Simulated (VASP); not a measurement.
Runs of VASP 6.6.1 on WS2. The structure is that of space group R3m (No. 160), or close to it. The cells are those of the table. 

```tsv
cell	gap on the mesh (eV)	pressure (GPa)	largest force (eV/Å)
a = 3.147, b = 3.147, c = 20.017 Å, angles 90.0, 90.0, 120.0°, 9 atoms	1.38	-0.1	0.02
a = 3.100, b = 3.100, c = 19.327 Å, angles 90.0, 90.0, 120.0°, 9 atoms	1.25	(a)	0.09
a = 3.053, b = 3.053, c = 19.500 Å, angles 90.0, 90.0, 120.0°, 9 atoms	1.35	(b)	0.11
a = 3.147, b = 3.147, c = 19.730 Å, angles 90.0, 90.0, 120.0°, 9 atoms	1.31	-0.1	0.02
a = 3.100, b = 3.100, c = 19.330 Å, angles 90.0, 90.0, 120.0°, 9 atoms	1.25	3.2	0.02
a = 3.053, b = 3.053, c = 19.527 Å, angles 90.0, 90.0, 120.0°, 9 atoms	1.35	6.6	0.02
```

Alike in all rows: task single point; level PBEsol; potentials or basis VASP PAW PBE potentials, release 64 (W_sv, S); no spin polarisation; k mesh 12 × 12 × 2; cutoff (eV) 520; smearing gaussian 0.02 eV.

**Question.** Fill in the values left out.

**Answer.** (a) 3.6; (b) 7.1.

Caveats: the PAW data sets were made with another functional, which shifts forces and pressure a little; spin-orbit coupling is left out, which moves the levels of the heavy elements; this functional lacks dispersion, which binds the layers, so the pressure and a relaxed spacing across them are unreliable.

A k mesh can miss the band edges, and the runs leave out spin-orbit coupling on W.
